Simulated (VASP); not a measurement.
# CuSi16 (a cell with a defect) in VASP: further runs, part 2 of 2

VASP 6.6.1. Earlier steps stand in the parts before.

### Step 3. Single point, PBE

Input file INCAR:

```
  ALGO = Normal
  EDIFF = 1E-6
  ENCUT = 520
  GGA = PE
  ISIF = 2
  ISMEAR = -1
  LASPH = T
  LCHARG = F
  LREAL = Auto
  LWAVE = F
  NBANDS = 52
  NELECT = 74.0
  NELM = 80
  PREC = Accurate
  SIGMA = 0.05
```

Input file KPOINTS:

```
k-points
0
Gamma
  2 2 2
```

Input file POSCAR:

```
CuSi16
1.0
    0.0000000000      5.4300000000      5.4300000000
    5.4300000000      0.0000000000      5.4300000000
    5.4300000000      5.4300000000      0.0000000000
Si Cu
16 1
Direct
    0.0043027654     -0.0147344815      0.0051002553
    0.1269183112      0.1117017282      0.1279325726
   -0.0074518931      0.0074816065      0.5001853460
    0.1276261012      0.1117164779      0.6333222245
    0.0056460898      0.4861334045      0.0058680978
    0.1288388368      0.6116988462      0.1301452092
    0.0057095181      0.4862576224      0.5030043129
    0.1210907662      0.6194248082      0.6302075470
    0.4993187058      0.0080851470     -0.0072634315
    0.6324102880      0.1115737006      0.1286453449
    0.5000453602      0.0071056209      0.5009593470
    0.6122029214      0.1629402000      0.6130930680
    0.5017726437      0.4860304961      0.0065409835
    0.6297823565      0.6203543501      0.1198650824
    0.4894459271      0.5344040901      0.4883297629
    0.6300214860      0.6194652145      0.6311430661
    0.7376919556      0.7920901484      0.7353928714
```

Potentials or basis: VASP PAW PBE potentials, release 64 (Si, Cu).

On the command line:

```bash
> cat potpaw_PBE.64/Si/POTCAR potpaw_PBE.64/Cu/POTCAR > POTCAR
> mpirun -np 1 vasp_std > vasp.out
```

OUTCAR:

```text
EDIFF = 1E-6
   ENCUT = 520
   GGA = PE
   ISIF = 2
   ISMEAR = -1
   LASPH = T
   LREAL = Auto
   NELECT = 74.0
   NELM = 80
   PREC = Accurate

 ion  position               nearest neighbor table
   1  0.004  0.985  0.005-   4 2.33   2 2.33  10 2.33   6 2.34
   2  0.127  0.112  0.128-   1 2.33   3 2.34   9 2.34   5 2.35
   3  0.993  0.007  0.500-   2 2.34   4 2.34  12 2.39   8 2.43  17 2.56
[... 641 lines left out ...]
  -------------------------------------------------------------------------------------
  Total       -1.7930315     -1.7702490     -1.7290907     -0.2223350     -0.2404759      0.1519034
  in kB       -8.9715818     -8.8575878     -8.6516485     -1.1124718     -1.2032411      0.7600611
  external PRESSURE =      -8.8269394 kB  Pullay stress =       0.0000000 kB

 VOLUME and BASIS-vectors are now :
 -----------------------------------------------------------------------------
  energy-cutoff  :      520.00
  volume of cell :      320.21
      direct lattice vectors                 reciprocal lattice vectors
     0.000000000  5.430000000  5.430000000    -0.092081031  0.092081031  0.092081031
     5.430000000  0.000000000  5.430000000     0.092081031 -0.092081031  0.092081031
     5.430000000  5.430000000  0.000000000     0.092081031  0.092081031 -0.092081031

 POSITION                                       TOTAL-FORCE (eV/Angst)
 -----------------------------------------------------------------------------------
      5.37769      0.05106      5.37336         0.003654      0.010895     -0.005767
      1.30121      1.38384      1.29571         0.000661      0.010352      0.014336
      2.75663      8.10554      5.43016         0.018549     -0.000996     -0.007450
      4.04556      4.13195      1.29963        -0.014294     -0.012404      0.002864
      2.67157      0.06252      2.67036         0.004095      0.012326     -0.007047
      4.02821      1.40628      4.02112         0.004894     -0.018374      0.010932
[... 9 lines left out ...]
      6.79080      6.84812      6.78471        -0.001477     -0.027603      0.002731
      8.29423      7.99885      8.30672        -0.007973      0.009014     -0.013848
 -----------------------------------------------------------------------------------
    total drift:                                0.002285      0.000670      0.000181

  FREE ENERGIE OF THE ION-ELECTRON SYSTEM (eV)
  ---------------------------------------------------
  free  energy   TOTEN  =       -94.2213655892 eV

  energy  without entropy=      -94.2168410145  energy(sigma->0) =      -94.21910330
```

stdout:

```text
POSCAR found type information on POSCAR SiCu
 POSCAR found :  2 types and      17 ions
 scaLAPACK will be used
 LDA part: xc-table for (Slater+PW92), standard interpolation
 POSCAR, INCAR and KPOINTS ok, starting setup
 FFT: planning ... GRIDC
 FFT: planning ... GRID_SOFT
 FFT: planning ... GRID
 WAVECAR not read
 entering main loop
 the old and the new charge density differ
 old charge density:    75.00000 new   74.00000
    0.233E+01
```

Wall time 12 min (1 thread of Intel Xeon 8259CL, shared host); peak memory 0.5 GiB.

Results:

| Item | Value |
| --- | --- |
| Free energy | -94.2214 eV |
| Largest force | 0.028 eV/Å |

Forces in eV/Å, atoms in the order of the input:
```
Si   0.004  0.011 -0.006
Si   0.001  0.010  0.014
Si   0.019 -0.001 -0.007
Si  -0.014 -0.012  0.003
Si   0.004  0.012 -0.007
Si   0.005 -0.018  0.011
Si  -0.019  0.016 -0.008
Si  -0.003 -0.005  0.024
Si  -0.010  0.008  0.000
Si  -0.003 -0.019 -0.010
Si   0.019  0.009  0.010
Si  -0.001 -0.019  0.016
Si   0.004  0.014 -0.011
Si   0.015  0.000 -0.002
Si  -0.010  0.014 -0.015
Si  -0.001 -0.028  0.003
Cu  -0.008  0.009 -0.014
```

Caveat: the k points lie up to 0.50 Å⁻¹ apart; the cell carries a net charge on a neutralising background, which shifts energy and pressure; the cell is charged against a uniform background, so pressure and absolute levels hang on convention.

### Step 4. Single point, PBE

Input file INCAR:

```
SYSTEM = CuSi16
PREC = Accurate
ENCUT = 520
EDIFF = 1E-6
ISMEAR = -1
SIGMA = 0.05
LREAL = Auto
LASPH = .True.
NELM = 100
ALGO = Normal
ISIF = 2
LWAVE = .False.
LCHARG = .False.
GGA = PE
NELECT = 74.0
NBANDS = 52
```

Input file KPOINTS:

```
Automatic mesh
0
Gamma
  2 2 2
  0 0 0
```

Input file POSCAR:

```
CuSi16
1.0
    0.0000000000      5.4300000000      5.4300000000
    5.4300000000      0.0000000000      5.4300000000
    5.4300000000      5.4300000000      0.0000000000
Si Cu
16 1
Direct
    0.0044992634     -0.0052372007      0.0053823204
    0.1190579190      0.1220608656      0.1395056169
   -0.0028137201     -0.0084652855      0.5138755985
    0.1328405157      0.1246556169      0.6174926335
   -0.0043626151      0.4951169429      0.0128257827
    0.1187811234      0.6189956722      0.1387470534
   -0.0028958564      0.4970190608      0.5131387661
    0.1201066298      0.6196399632      0.6393889503
    0.4949982505     -0.0052019337      0.0058763352
    0.6359372928      0.1365774401      0.0916722836
    0.5124492634      0.0122258748      0.4628879374
    0.6248549724      0.1246337937      0.6177225599
    0.4945562615      0.5051557090      0.0053735727
    0.6226147330      0.6189651934      0.1393843462
    0.4920140884      0.4969674954      0.5137523941
    0.6247104052      0.6327638122      0.6176848066
    0.3885205341      0.8895435543      0.8341148250
```

Potentials or basis: VASP PAW PBE potentials, release 64 (Si, Cu).

On the command line:

```bash
> cat potpaw_PBE.64/Si/POTCAR potpaw_PBE.64/Cu/POTCAR > POTCAR
> mpirun -np 1 vasp_std > vasp.out
```

OUTCAR:

```text
SYSTEM = CuSi16
   PREC = Accurate
   ENCUT = 520
   EDIFF = 1E-6
   ISMEAR = -1
   LREAL = Auto
   LASPH = .True.
   NELM = 100
   ISIF = 2
   GGA = PE
   NELECT = 74.0

 ion  position               nearest neighbor table
   1  0.004  0.995  0.005-  10 2.32   6 2.36   2 2.36  17 2.42   4 2.43
   2  0.119  0.122  0.140-   5 2.34   3 2.35   9 2.36   1 2.36  17 2.93
   3  0.997  0.992  0.514-   8 2.33  12 2.34   4 2.34   2 2.35
   4  0.133  0.125  0.617-   7 2.34   3 2.34  11 2.39   1 2.43  17 2.57
[... 641 lines left out ...]
  Total       -1.7190160     -1.7025198     -1.6897113      0.2163794     -0.1996929     -0.2154677
  in kB       -8.6012390     -8.5186989     -8.4546106      1.0826725     -0.9991800     -1.0781105
  external PRESSURE =      -8.5248495 kB  Pullay stress =       0.0000000 kB

 VOLUME and BASIS-vectors are now :
 -----------------------------------------------------------------------------
  energy-cutoff  :      520.00
  volume of cell :      320.21
      direct lattice vectors                 reciprocal lattice vectors
     0.000000000  5.430000000  5.430000000    -0.092081031  0.092081031  0.092081031
     5.430000000  0.000000000  5.430000000     0.092081031 -0.092081031  0.092081031
     5.430000000  5.430000000  0.000000000     0.092081031  0.092081031 -0.092081031

 POSITION                                       TOTAL-FORCE (eV/Angst)
 -----------------------------------------------------------------------------------
      5.43079      0.05366      5.42599         0.006930     -0.012411     -0.004090
      1.42031      1.40400      1.30928        -0.004510     -0.006687      0.006501
      8.17438      8.20507     10.79875         0.002083     -0.006970      0.007747
      4.02986      4.07431      1.39820         0.011788      0.003810     -0.021234
      2.75813      5.47596      8.09480        -0.001484      0.000030     -0.004108
      4.11454      1.39838      4.00613         0.002570      0.002518      0.003583
[... 9 lines left out ...]
      6.78994      6.74621      6.82809         0.003030      0.010131     -0.017208
      9.35946      6.63891      6.93989         0.005895      0.005424     -0.007905
 -----------------------------------------------------------------------------------
    total drift:                               -0.005364     -0.001837      0.003289

  FREE ENERGIE OF THE ION-ELECTRON SYSTEM (eV)
  ---------------------------------------------------
  free  energy   TOTEN  =       -94.2219739334 eV

  energy  without entropy=      -94.2173522222  energy(sigma->0) =      -94.21966308
```

Wall time 12 min (1 thread of Intel Xeon 8259CL, shared host); peak memory 0.5 GiB.

Results:

```
Free energy   : -94.2220 eV
Largest force : 0.030 eV/Å
```

Forces on the atoms (eV/Å):
```
Si   0.007 -0.012 -0.004
Si  -0.005 -0.007  0.007
Si   0.002 -0.007  0.008
Si   0.012  0.004 -0.021
Si  -0.001  0.000 -0.004
Si   0.003  0.003  0.004
Si  -0.005 -0.005 -0.002
Si   0.006  0.005  0.000
Si   0.005  0.005  0.017
Si  -0.008 -0.007  0.005
Si  -0.016 -0.019  0.017
Si   0.018  0.019 -0.004
Si  -0.015  0.008 -0.006
Si  -0.004 -0.005  0.004
Si  -0.006  0.003  0.007
Si   0.003  0.010 -0.017
Cu   0.006  0.005 -0.008
```

Caveat: the k points lie up to 0.50 Å⁻¹ apart; the cell carries a net charge on a neutralising background, which shifts energy and pressure; the cell is charged against a uniform background, so pressure and absolute levels hang on convention.
